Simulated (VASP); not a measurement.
# MgO (Periclase) (Fm-3m) in VASP: electric field gradients with PBE

Aim: the electric field gradients of MgO (Periclase) with PBE.

Everything below comes from runs of VASP 6.6.1. Logs are shortened: lines on timing, memory, paths and dates and some standing lists are left out, and cuts for length are marked.

**1. The cell of the first run**

Symmetry: Fm-3m, No. 225, cubic system. The conventional cell has a = 4.037 Å, b = 4.037 Å, c = 4.037 Å, α = 90.00°, β = 90.00°, γ = 90.00°. Within 2.7 Å of Mg (site symmetry m-3m) lie 6 O at 2.02 Å. O (site symmetry m-3m) has 6 Mg at 2.02 Å within 2.7 Å.

**2. Electric field gradients, PBE**

Contents of INCAR:

```
PREC = Accurate ; ENCUT = 520
EDIFF = 1E-8 ; ISMEAR = -1
SIGMA = 0.02 ; LREAL = False
LASPH = True ; NELM = 100
ALGO = Normal ; ISIF = 2
LWAVE = False ; LCHARG = False
GGA = PE ; LEFG = True
NBANDS = 11
```

Contents of KPOINTS:

```
Automatic mesh
0
Gamma
  13 13 13
```

Contents of POSCAR:

```
MgO
1.0
    0.0000000000      2.0185000000      2.0185000000
    2.0185000000      0.0000000000      2.0185000000
    2.0185000000      2.0185000000      0.0000000000
Mg O
1 1
Direct
    0.0000000000      0.0000000000      0.0000000000
    0.5000000000      0.5000000000      0.5000000000
```

Potentials or basis: VASP PAW PBE potentials, release 64 (Mg, O).

On the command line:

```console
$ cat potpaw_PBE.64/Mg/POTCAR potpaw_PBE.64/O/POTCAR > POTCAR
$ mpirun -np 1 vasp_std > vasp.out
```

OUTCAR:

```text
PREC = Accurate
   ENCUT = 520
   EDIFF = 1E-8
   ISMEAR = -1
   LREAL = False
   LASPH = True
   NELM = 100
   ISIF = 2
   GGA = PE

 ion  position               nearest neighbor table
   1  0.000  0.000  0.000-   2 2.02   2 2.02   2 2.02   2 2.02   2 2.02   2 2.02
   2  0.500  0.500  0.500-   1 2.02   1 2.02   1 2.02   1 2.02   1 2.02   1 2.02

  LATTYP: Found a face centered cubic cell.
 ALAT       =     4.0370000000

  Lattice vectors:

 A1 = (   0.0000000000,   2.0185000000,   2.0185000000)
 A2 = (   2.0185000000,   0.0000000000,   2.0185000000)
 A3 = (   2.0185000000,   2.0185000000,   0.0000000000)

Analysis of symmetry for initial positions (statically):
=====================================================================
 Subroutine PRICEL returns:
 Original cell was already a primitive cell.

 Routine SETGRP: Setting up the symmetry group for a
 face centered cubic supercell.

 Subroutine GETGRP returns: Found 48 space group operations
 (whereof 48 operations were pure point group operations)
 out of a pool of 48 trial point group operations.

The static configuration has the point symmetry O_h .

Analysis of symmetry for dynamics (positions and initial velocities):
=====================================================================
 Subroutine PRICEL returns:
 Original cell was already a primitive cell.

 Routine SETGRP: Setting up the symmetry group for a
 face centered cubic supercell.

 Subroutine GETGRP returns: Found 48 space group operations
 (whereof 48 operations were pure point group operations)
 out of a pool of 48 trial point group operations.

The dynamic configuration has the point symmetry O_h .

 Subroutine INISYM returns: Found 48 space group operations
 (whereof 48 operations are pure point group operations),
 and found     1 'primitive' translations

----------------------------------------------------------------------------------------

                                     Primitive cell

  volume of cell :      16.4481

  direct lattice vectors                    reciprocal lattice vectors
     0.000000000  2.018500000  2.018500000    -0.247708695  0.247708695  0.247708695
     2.018500000  0.000000000  2.018500000     0.247708695 -0.247708695  0.247708695
     2.018500000  2.018500000  0.000000000     0.247708695  0.247708695 -0.247708695

  length of vectors
     2.854590076  2.854590076  2.854590076     0.429044044  0.429044044  0.429044044

  position of ions in fractional coordinates (direct lattice)
     0.000000000  0.000000000  0.000000000
     0.500000000  0.500000000  0.500000000

  ion indices of the primitive-cell ions
   primitive index   ion index
                 1           1
                 2           2

----------------------------------------------------------------------------------------

 KPOINTS: Automatic mesh

Automatic generation of k-mesh.
 Grid dimensions read from file:
 generate k-points for:   13   13   13

 Generating k-lattice:

  Cartesian coordinates                     Fractional coordinates (reciprocal lattice)
    -0.019054515  0.019054515  0.019054515     0.076923077  0.000000000  0.000000000
     0.019054515 -0.019054515  0.019054515     0.000000000  0.076923077  0.000000000
     0.019054515  0.019054515 -0.019054515     0.000000000  0.000000000  0.076923077

  Length of vectors
     0.033003388  0.033003388  0.033003388

  Shift w.r.t. Gamma in fractional coordinates (k-lattice)
     0.000000000  0.000000000  0.000000000

 Subroutine IBZKPT returns following result:
 ===========================================

 Found     84 irreducible k-points:

 Following reciprocal coordinates:
            Coordinates               Weight
  0.000000  0.000000  0.000000      1.000000
  0.076923  0.000000  0.000000      8.000000
  0.153846  0.000000  0.000000      8.000000
  0.230769  0.000000  0.000000      8.000000
  0.307692  0.000000  0.000000      8.000000
  0.384615  0.000000  0.000000      8.000000
[... 16 lines left out ...]
  0.384615  0.153846  0.000000     24.000000
  0.461538  0.153846  0.000000     24.000000
 [... further k-points ...]
   k-points           NKPTS =     84   k-points in BZ     NKDIM =     84   number of bands    NBANDS=     11
   number of dos      NEDOS =    301   number of ions     NIONS =      2
   total plane-waves  NPLWV =  13824
   dimension x,y,z NGX =    24 NGY =   24 NGZ =   24
   dimension x,y,z NGXF=    48 NGYF=   48 NGZF=   48
   ions per type =               1   1
   NGX,Y,Z   is equivalent  to a cutoff of  13.98, 13.98, 13.98 a.u.
   NGXF,Y,Z  is equivalent  to a cutoff of  27.95, 27.95, 27.95 a.u.
 SYSTEM =  unknown system
   PREC   = accura    normal or accurate (medium, high low for compatibility)
   ISTART =      0    job   : 0-new  1-cont  2-samecut
   ICHARG =      2    charge: 1-file 2-atom 10-const
   ISPIN  =      1    spin polarized calculation?
   LNONCOLLINEAR =      F non collinear calculations
   LSORBIT =      F    spin-orbit coupling
   LASPH  =      T    aspherical Exc in radial PAW
   ENCUT  =  520.0 eV  38.22 Ry    6.18 a.u.   5.31  5.31  5.31*2*pi/ulx,y,z
   NELM   =    100;   NELMIN=  2; NELMDL= -5     # of ELM steps
   EDIFF  = 0.1E-07   stopping-criterion for ELM
   LREAL  =      F    real-space projection
   EDIFFG = 0.1E-06   stopping-criterion for IOM
   NSW    =      0    number of steps for IOM
   IBRION =     -1    ionic relax: 0-MD 1-quasi-New 2-CG
   NFREE  =      0    steps in history (QN), initial steepest desc. (CG)
   ISIF   =      2    stress and relaxation
   ISYM   =      2    0-nonsym 1-usesym 2-fastsym
   POTIM  = 0.5000    time-step for ionic-motion
   TEBEG  =    0.0;   TEEND  =   0.0 temperature during run
   PSTRESS=    0.0 pullay stress
   NELECT =       8.0000    total number of electrons
   NUPDOWN=      -1.0000    fix difference up-down
   EMIN   =  10.00;   EMAX   =-10.00  energy-range for DOS
   EFERMI =   0.00;   METHOD = LEGACY
   ISMEAR =    -1;   SIGMA  =   0.02  broadening in eV -4-tet -1-fermi 0-gaus
   EFERMI_NEDOS =   21; number of points for ismear=-14 and -15
   IALGO  =     38    algorithm
   IMIX   =      4    mixing-type and parameters
     AMIX     =   0.40;   BMIX     =  1.00
     AMIX_MAG =   1.60;   BMIX_MAG =  1.00
  volume/ion in A,a.u.               =       8.22        55.50
  Fermi-wavevector in a.u.,A,eV,Ry     =   1.287457  2.432941 22.552277  1.657546
  Thomas-Fermi vector in A             =   2.419470
   LORBIT       =      0    0 simple, 1 ext, 2 COOP (PROOUT), +10 PAW based schemes
   GGA     = PE    functional components
[... 5 lines left out ...]
 non-spin polarized calculation
  energy-cutoff  :      520.00
  volume of cell :       16.45
 maximum number of plane-waves:       459
 NGX is ok and might be reduce to    24
   NGX = 11   NGY = 11   NGZ = 11

 number of electron       7.9999999 magnetization

 Free energy of the ion-electron system (eV)
  ---------------------------------------------------
  ext. energy  EPLUGINS =         0.00000000
  ---------------------------------------------------
  free energy    TOTEN  =       -11.67343908 eV

  energy without entropy =      -11.67343908  energy(sigma->0) =      -11.67343908

 E-fermi :   4.7111     XC(G=0): -11.6983

 val. band max:        4.2128489037   @ k =   0.0000   0.0000   0.0000
 cond. band min:      10.2823905680   @ k =   0.0000   0.0000   0.0000
 fundamental gap:      6.0695416643
 Fermi energy:         4.7110632306

 k-point     1 :       0.0000    0.0000    0.0000
  band No.  band energies     occupation
      1     -13.7563      2.00000
      2       4.2128      2.00000
      3       4.2128      2.00000
      4       4.2128      2.00000
      5      10.2824      0.00000
      6      20.7265      0.00000
      7      20.7265      0.00000
      8      20.7265      0.00000
      9      24.9943      0.00000
     10      26.9253      0.00000
     11      26.9253      0.00000
[... 309 lines left out ...]
 k-point    24 :       0.4615    0.1538    0.0000
  band No.  band energies     occupation
      1     -12.1558      2.00000
      2      -0.3747      2.00000
      3       2.7361      2.00000
      4       3.2390      2.00000
      5      13.9706      0.00000
      6      17.5012      0.00000
      7      20.1871      0.00000
      8      22.6337      0.00000
      9      25.6544      0.00000
     10      29.2120      0.00000
     11      30.3568      0.00000

 [... further k-points ...]

------------------------ aborting loop because EDIFF is reached ----------------------------------------

  FORCE on cell =-STRESS in cart. coord.  units (eV):
  Direction    XX          YY          ZZ          XY          YZ          ZX
  --------------------------------------------------------------------------------------
  -------------------------------------------------------------------------------------
  Total        3.2583723      3.2583723      3.2583723      0.0000000     -0.0000000      0.0000000
  in kB      317.3913052    317.3913052    317.3913052      0.0000000     -0.0000000      0.0000000
  external PRESSURE =     317.3913052 kB  Pullay stress =       0.0000000 kB

 VOLUME and BASIS-vectors are now :
 -----------------------------------------------------------------------------
  energy-cutoff  :      520.00
  volume of cell :       16.45
      direct lattice vectors                 reciprocal lattice vectors
     0.000000000  2.018500000  2.018500000    -0.247708695  0.247708695  0.247708695
     2.018500000  0.000000000  2.018500000     0.247708695 -0.247708695  0.247708695
     2.018500000  2.018500000  0.000000000     0.247708695  0.247708695 -0.247708695

 POSITION                                       TOTAL-FORCE (eV/Angst)
 -----------------------------------------------------------------------------------
      0.00000      0.00000      0.00000        -0.000000     -0.000000     -0.000000
      2.01850      2.01850      2.01850         0.000000      0.000000      0.000000
 -----------------------------------------------------------------------------------
    total drift:                               -0.000000     -0.000000      0.000000

  FREE ENERGIE OF THE ION-ELECTRON SYSTEM (eV)
  ---------------------------------------------------
  free  energy   TOTEN  =       -11.6734390772 eV

  energy  without entropy=      -11.6734390772  energy(sigma->0) =      -11.67343908

 Electric field gradients (V/A^2)
---------------------------------------------------------------------
 ion       V_xx      V_yy      V_zz      V_xy      V_xz      V_yz
---------------------------------------------------------------------
   1      -0.000     0.000    -0.000    -0.000    -0.000    -0.000
   2      -0.000    -0.000     0.000     0.000     0.000     0.000
---------------------------------------------------------------------

 Electric field gradients after diagonalization (V/A^2)
 (convention: |V_zz| > |V_xx| > |V_yy|)
----------------------------------------------------------------------
 ion       V_xx      V_yy      V_zz     asymmetry (V_yy - V_xx)/ V_zz
----------------------------------------------------------------------
   1       0.000     0.000    -0.000       0.000
   2      -0.000    -0.000     0.001       0.000
----------------------------------------------------------------------

           NMR quadrupolar parameters

 Cq : quadrupolar parameter    Cq=e*Q*V_zz/h
 eta: asymmetry parameters     (V_yy - V_xx)/ V_zz
 Q  : nuclear electric quadrupole moment in mb (millibarn)
----------------------------------------------------------------------
 ion       Cq(MHz)       eta       Q (mb)
----------------------------------------------------------------------
   1      -0.000       0.000       1.000
   2       0.000       0.000       1.000
----------------------------------------------------------------------
```

It took 6.8 s on 1 thread of Intel Xeon 6975P-C (Granite Rapids), shared host; peak memory 0.14 GiB.

Results:

```
Free energy            : -11.6734 eV
Pressure               : 31.7 GPa
Band gap on the k mesh : 6.07 eV, direct
```

Levels at points of the mesh, in eV from the valence-band top:
| k point | band 1 | band 2 | band 3 | band 4 | band 5 | band 6 | band 7 | band 8 | band 9 |
| --- | --- | --- | --- | --- | --- | --- | --- | --- | --- |
| (0.00, 0.00, 0.00) | -17.97 | 0.00 | 0.00 | 0.00 | 6.07 | 16.51 | 16.51 | 16.51 | 20.78 |

Caveat: without QUAD_EFG the Cq values of the log hold for a quadrupole moment of 1 mb, not for the nuclei.
